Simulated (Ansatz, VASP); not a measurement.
**One calculation of AlN, two programs**

```xyz
4
Lattice="3.1100 0.0000 0.0000 -1.5550 2.6933 0.0000 0.0000 0.0000 4.9800" Properties=species:S:1:pos:R:3 pbc="T T T"
Al    0.0000    1.7956    0.0000
Al    1.5550    0.8978    2.4900
N     0.0000    1.7956    1.8775
N     1.5550    0.8978    4.3675
```

Alike in both runs: task relaxation of cell and atoms; functional PBE; dispersion D3(BJ); k mesh 9 × 9 × 6; occupations gaussian, width 0.02 eV; no spin polarisation.

|  | VASP | Ansatz |
| --- | --- | --- |
| version | VASP 6.6.1 | Ansatz 0.2.0 |
| potentials or method | VASP PAW PBE potentials, release 64 (Al, N), cutoff 600 eV | scalar-relativistic, plane waves, PAW |
| valence electrons in the cell | 16 | 16 |

```csv
,VASP,Ansatz,Ansatz less VASP
"gap on the k mesh at the Fermi level, each at its own relaxed structure (eV)",4.24,4.22,-0.024
relaxed volume (Å³/atom),10.40,10.42,+0.016
relaxed cell length with the largest relative difference (Å),3.107,3.109,+0.0017
```
